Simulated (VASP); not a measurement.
# Hf (I4/mmm) in VASP: a series of runs

Hf is run at these levels: PBEsol; tasks: single point.

Program: VASP 6.6.1. These are calculated values, not measurements. Logs are shortened: lines on timing, memory, paths and dates and some standing lists are left out, and cuts for length are marked.

## (1) The cell of the first run

It takes space group I4/mmm (No. 139, tetragonal). The conventional cell has a = 3.556 Å, b = 3.556 Å, c = 3.502 Å, α = 90.00°, β = 90.00°, γ = 90.00°. Within 4.0 Å of Hf (site symmetry 4/mmm) lie 14 Hf at 3.06 to 3.56 Å.

## (2) Single point, PBEsol (strain -0.015 along x and y, -0.030 along z)

Input file INCAR:

```
SYSTEM = Hf
PREC = Accurate
ENCUT = 520
EDIFF = 1E-7
ISMEAR = 0
SIGMA = 0.15
LREAL = .False.
LASPH = .True.
NELM = 60
ALGO = Normal
ISIF = 2
LWAVE = .False.
LCHARG = .False.
GGA = PS
NBANDS = 11
```

Input file KPOINTS:

```
Automatic mesh
0
Gamma
  18 18 18
  0 0 0
```

Input file POSCAR:

```
Hf
1.0
   -1.7779250000      1.7779250000      1.7508500000
    1.7779250000     -1.7779250000      1.7508500000
    1.7779250000      1.7779250000     -1.7508500000
Hf
1
Direct
    0.0000000000      0.0000000000      0.0000000000
```

Potentials or basis: VASP PAW PBE potentials, release 64 (Hf_pv).

The run is started by

```
$ cat potpaw_PBE.64/Hf_pv/POTCAR > POTCAR
$ mpirun -np 1 vasp_std > vasp.out
```

OUTCAR:

```text
SYSTEM = Hf
   PREC = Accurate
   ENCUT = 520
   EDIFF = 1E-7
   ISMEAR = 0
   LREAL = .False.
   LASPH = .True.
   NELM = 60
   ISIF = 2
   GGA = PS

 ion  position               nearest neighbor table
   1  0.000  0.000  0.000-

  LATTYP: Found a body centered tetragonal cell.
 ALAT       =     3.5558500000
 C/A-ratio  =     0.9847715736

  Lattice vectors:

 A1 = (  -1.7779250000,   1.7779250000,   1.7508500000)
 A2 = (   1.7779250000,  -1.7779250000,   1.7508500000)
 A3 = (   1.7779250000,   1.7779250000,  -1.7508500000)

Analysis of symmetry for initial positions (statically):
=====================================================================
 Subroutine PRICEL returns:
 Original cell was already a primitive cell.

 Routine SETGRP: Setting up the symmetry group for a
 body centered tetragonal supercell.

 Subroutine GETGRP returns: Found 16 space group operations
 (whereof 16 operations were pure point group operations)
 out of a pool of 16 trial point group operations.

The static configuration has the point symmetry D_4h.

Analysis of symmetry for dynamics (positions and initial velocities):
=====================================================================
 Subroutine PRICEL returns:
 Original cell was already a primitive cell.

 Routine SETGRP: Setting up the symmetry group for a
 body centered tetragonal supercell.

 Subroutine GETGRP returns: Found 16 space group operations
 (whereof 16 operations were pure point group operations)
 out of a pool of 16 trial point group operations.

The dynamic configuration has the point symmetry D_4h.

 Subroutine INISYM returns: Found 16 space group operations
 (whereof 16 operations are pure point group operations),
 and found     1 'primitive' translations

----------------------------------------------------------------------------------------

                                     Primitive cell

  volume of cell :      22.1379

  direct lattice vectors                    reciprocal lattice vectors
    -1.777925000  1.777925000  1.750850000     0.000000000  0.281226711  0.285575578
     1.777925000 -1.777925000  1.750850000     0.281226711  0.000000000  0.285575578
     1.777925000  1.777925000 -1.750850000     0.281226711  0.281226711  0.000000000

  length of vectors
     3.063904426  3.063904426  3.063904426     0.400801539  0.400801539  0.397714629

  position of ions in fractional coordinates (direct lattice)
     0.000000000  0.000000000  0.000000000

  ion indices of the primitive-cell ions
   primitive index   ion index
                 1           1

----------------------------------------------------------------------------------------

 KPOINTS: Automatic mesh

Automatic generation of k-mesh.
 Grid dimensions read from file:
 generate k-points for:   18   18   18

 Generating k-lattice:

  Cartesian coordinates                     Fractional coordinates (reciprocal lattice)
     0.000000000  0.015623706  0.015865310     0.055555556  0.000000000  0.000000000
     0.015623706  0.000000000  0.015865310     0.000000000  0.055555556  0.000000000
     0.015623706  0.015623706  0.000000000     0.000000000  0.000000000  0.055555556

  Length of vectors
     0.022266752  0.022266752  0.022095257

  Shift w.r.t. Gamma in fractional coordinates (k-lattice)
     0.000000000  0.000000000  0.000000000

 Subroutine IBZKPT returns following result:
 ===========================================

 Found    480 irreducible k-points:

 Following reciprocal coordinates:
            Coordinates               Weight
  0.000000  0.000000  0.000000      1.000000
  0.055556  0.000000 -0.000000      8.000000
  0.111111  0.000000 -0.000000      8.000000
  0.166667  0.000000 -0.000000      8.000000
  0.222222  0.000000  0.000000      8.000000
  0.277778  0.000000  0.000000      8.000000
[... 16 lines left out ...]
 -0.277778  0.055556  0.000000     16.000000
 -0.222222  0.055556  0.000000     16.000000
 [... further k-points ...]
   k-points           NKPTS =    480   k-points in BZ     NKDIM =    480   number of bands    NBANDS=     11
   number of dos      NEDOS =    301   number of ions     NIONS =      1
   total plane-waves  NPLWV =  13824
   dimension x,y,z NGX =    24 NGY =   24 NGZ =   24
   dimension x,y,z NGXF=    48 NGYF=   48 NGZF=   48
   ions per type =               1
   NGX,Y,Z   is equivalent  to a cutoff of  13.02, 13.02, 13.02 a.u.
   NGXF,Y,Z  is equivalent  to a cutoff of  26.04, 26.04, 26.04 a.u.
 SYSTEM =  Hf
   PREC   = accura    normal or accurate (medium, high low for compatibility)
   ISTART =      0    job   : 0-new  1-cont  2-samecut
   ICHARG =      2    charge: 1-file 2-atom 10-const
   ISPIN  =      1    spin polarized calculation?
   LNONCOLLINEAR =      F non collinear calculations
   LSORBIT =      F    spin-orbit coupling
   LASPH  =      T    aspherical Exc in radial PAW
   ENCUT  =  520.0 eV  38.22 Ry    6.18 a.u.   5.70  5.70  5.70*2*pi/ulx,y,z
   NELM   =     60;   NELMIN=  2; NELMDL= -5     # of ELM steps
   EDIFF  = 0.1E-06   stopping-criterion for ELM
   LREAL  =      F    real-space projection
   EDIFFG = 0.1E-05   stopping-criterion for IOM
   NSW    =      0    number of steps for IOM
   IBRION =     -1    ionic relax: 0-MD 1-quasi-New 2-CG
   NFREE  =      0    steps in history (QN), initial steepest desc. (CG)
   ISIF   =      2    stress and relaxation
   ISYM   =      2    0-nonsym 1-usesym 2-fastsym
   POTIM  = 0.5000    time-step for ionic-motion
   TEBEG  =    0.0;   TEEND  =   0.0 temperature during run
   PSTRESS=    0.0 pullay stress
   NELECT =      10.0000    total number of electrons
   NUPDOWN=      -1.0000    fix difference up-down
   EMIN   =  10.00;   EMAX   =-10.00  energy-range for DOS
   EFERMI =   0.00;   METHOD = LEGACY
   ISMEAR =     0;   SIGMA  =   0.15  broadening in eV -4-tet -1-fermi 0-gaus
   EFERMI_NEDOS =   21; number of points for ismear=-14 and -15
   IALGO  =     38    algorithm
   IMIX   =      4    mixing-type and parameters
     AMIX     =   0.40;   BMIX     =  1.00
     AMIX_MAG =   1.60;   BMIX_MAG =  1.00
  volume/ion in A,a.u.               =      22.14       149.39
  Fermi-wavevector in a.u.,A,eV,Ry     =   1.256115  2.373714 21.467627  1.577826
  Thomas-Fermi vector in A             =   2.389839
   LORBIT       =      0    0 simple, 1 ext, 2 COOP (PROOUT), +10 PAW based schemes
   GGA     = PS    functional components
   LHFCALC =     F    Hartree Fock is set to
   AEXX    =    0.0000 exact exchange contribution
   IVDW    =     0    specifies the selected vdW correction
   LEPSILON=     F    determine dielectric tensor
   LRPA    =     F    only Hartree local field effects (RPA)
 non-spin polarized calculation
 Gauss-broadening in eV      SIGMA  =   0.15
  energy-cutoff  :      520.00
  volume of cell :       22.14
 maximum number of plane-waves:       611
   NGX = 11   NGY = 11   NGZ = 11

 number of electron      10.0000000 magnetization

 Free energy of the ion-electron system (eV)
  ---------------------------------------------------
  ext. energy  EPLUGINS =         0.00000000
  ---------------------------------------------------
  free energy    TOTEN  =       -10.33236604 eV

  energy without entropy =      -10.31098365  energy(sigma->0) =      -10.32167485

 E-fermi :   4.4812     XC(G=0): -11.4387

 val. band max:        4.4769971821   @ k =   0.5000   0.2222   0.0000
 cond. band min:       4.4832816740   @ k =   0.5000   0.2778  -0.0000
 fundamental gap:      0.0062844920
 Fermi energy:         4.4812450679

 k-point     1 :       0.0000    0.0000    0.0000
  band No.  band energies     occupation
      1     -25.2535      2.00000
      2     -25.2535      2.00000
      3     -25.2524      2.00000
      4      -2.5910      2.00000
      5       5.8913      0.00000
      6       6.0644      0.00000
      7       6.0644      0.00000
      8       8.7067      0.00000
      9       8.9483      0.00000
     10      17.7772      0.00000
     11      17.7772      0.00000

 k-point     2 :       0.0556    0.0000   -0.0000
  band No.  band energies     occupation
      1     -25.2806      2.00000
      2     -25.2622      2.00000
      3     -25.2532      2.00000
      4      -2.4740      2.00000
      5       5.8633      0.00000
      6       6.0320      0.00000
      7       6.1226      0.00000
      8       8.6577      0.00000
      9       8.8582      0.00000
     10      17.7721      0.00000
     11      17.9637      0.00000

 k-point     3 :       0.1111    0.0000   -0.0000
  band No.  band energies     occupation
      1     -25.3595      2.00000
      2     -25.2871      2.00000
      3     -25.2539      2.00000
      4      -2.1328      2.00000
      5       5.6552      0.00000
      6       5.9013      0.00000
      7       6.4402      0.00000
      8       8.4434      0.00000
      9       8.7981      0.00000
     10      17.7712      0.00000
     11      18.2860      0.00000

 k-point     4 :       0.1667    0.0000   -0.0000
  band No.  band energies     occupation
      1     -25.4783      2.00000
      2     -25.3251      2.00000
      3     -25.2549      2.00000
      4      -1.5979      2.00000
      5       5.3341      0.00000
      6       5.6185      0.00000
      7       6.9934      0.00000
      8       8.2775      0.00000
      9       8.8193      0.00000
     10      17.7693      0.00000
     11      18.5357      0.00000
[... 239 lines left out ...]
 k-point    22 :      -0.3333    0.0556    0.0000
  band No.  band energies     occupation
      1     -25.8396      2.00000
      2     -25.4458      2.00000
      3     -25.2679      2.00000
      4       0.2058      2.00000
      5       4.4633      1.13411
      6       4.7605      0.00847
      7       8.4511      0.00000
      8       9.2210      0.00000
      9       9.3303      0.00000
     10      16.9735      0.00000
     11      17.7283      0.00000

 k-point    23 :      -0.2778    0.0556    0.0000
  band No.  band energies     occupation
      1     -25.7016      2.00000
      2     -25.3955      2.00000
      3     -25.2662      2.00000
      4      -0.4933      2.00000
      5       4.7841      0.00429
      6       4.9950      0.00000
      7       8.1841      0.00000
      8       8.3648      0.00000
      9       9.0928      0.00000
     10      17.7464      0.00000
     11      17.9937      0.00000

 k-point    24 :      -0.2222    0.0556    0.0000
  band No.  band energies     occupation
      1     -25.5602      2.00000
      2     -25.3450      2.00000
      3     -25.2645      2.00000
      4      -1.2024      2.00000
      5       5.1400      0.00000
      6       5.3646      0.00000
      7       7.4694      0.00000
      8       8.1079      0.00000
      9       8.9918      0.00000
     10      17.7667      0.00000
     11      18.6151      0.00000

 [... further k-points ...]
[... 5 lines left out ...]
  --------------------------------------------------------------------------------------
  -------------------------------------------------------------------------------------
  Total       -0.5522383     -0.5522383     -0.6428833      0.0000000      0.0000000      0.0000000
  in kB      -39.9669788    -39.9669788    -46.5272011      0.0000000      0.0000000      0.0000000
  external PRESSURE =     -42.1537196 kB  Pullay stress =       0.0000000 kB

 VOLUME and BASIS-vectors are now :
 -----------------------------------------------------------------------------
  energy-cutoff  :      520.00
  volume of cell :       22.14
      direct lattice vectors                 reciprocal lattice vectors
    -1.777925000  1.777925000  1.750850000     0.000000000  0.281226711  0.285575578
     1.777925000 -1.777925000  1.750850000     0.281226711  0.000000000  0.285575578
     1.777925000  1.777925000 -1.750850000     0.281226711  0.281226711  0.000000000

 POSITION                                       TOTAL-FORCE (eV/Angst)
 -----------------------------------------------------------------------------------
      0.00000      0.00000      0.00000        -0.000000      0.000000      0.000000
 -----------------------------------------------------------------------------------
    total drift:                                0.000000      0.000000      0.000000

  FREE ENERGIE OF THE ION-ELECTRON SYSTEM (eV)
  ---------------------------------------------------
  free  energy   TOTEN  =       -10.3323660444 eV

  energy  without entropy=      -10.3109836547  energy(sigma->0) =      -10.32167485
```

It took 3 min on 1 thread of Intel Xeon 8259CL, shared host; peak memory 0.23 GiB.

What came out:

| Property | Result |
| --- | --- |
| Free energy | -10.3324 eV |
| Pressure | -4.2 GPa |
| Band gap on the k mesh | zero (bands 5 and 6 overlap by 2.20 eV) |

Levels at points of the mesh, in eV from the Fermi level:
| k point | band 1 | band 2 | band 3 | band 4 | band 5 | band 6 | band 7 | band 8 | band 9 | band 10 |
| --- | --- | --- | --- | --- | --- | --- | --- | --- | --- | --- |
| (0.00, 0.00, 0.00) | -29.73 | -29.73 | -29.73 | -7.07 | 1.41 | 1.58 | 1.58 | 4.23 | 4.47 | 13.30 |
| (0.50, 0.00, 0.00) | -30.59 | -30.02 | -29.74 | -3.40 | -0.58 | 1.17 | 4.23 | 5.25 | 7.72 | 10.33 |
| (0.50, 0.50, 0.00) | -30.59 | -30.00 | -29.73 | -3.42 | -0.40 | 1.07 | 4.02 | 5.11 | 7.69 | 10.27 |
| (0.50, 0.50, 0.50) | -30.34 | -30.34 | -30.31 | -2.63 | -2.59 | 6.85 | 6.85 | 6.91 | 7.20 | 7.20 |

Caveat: the cell differs from its parent crystal (strain -0.015 along x and y, -0.030 along z); the cell stands under tension; the PAW data sets were made with another functional, which shifts forces and pressure a little; spin-orbit coupling is left out, which moves the levels of the heavy elements.

(Part 1 of 2 ends here.)
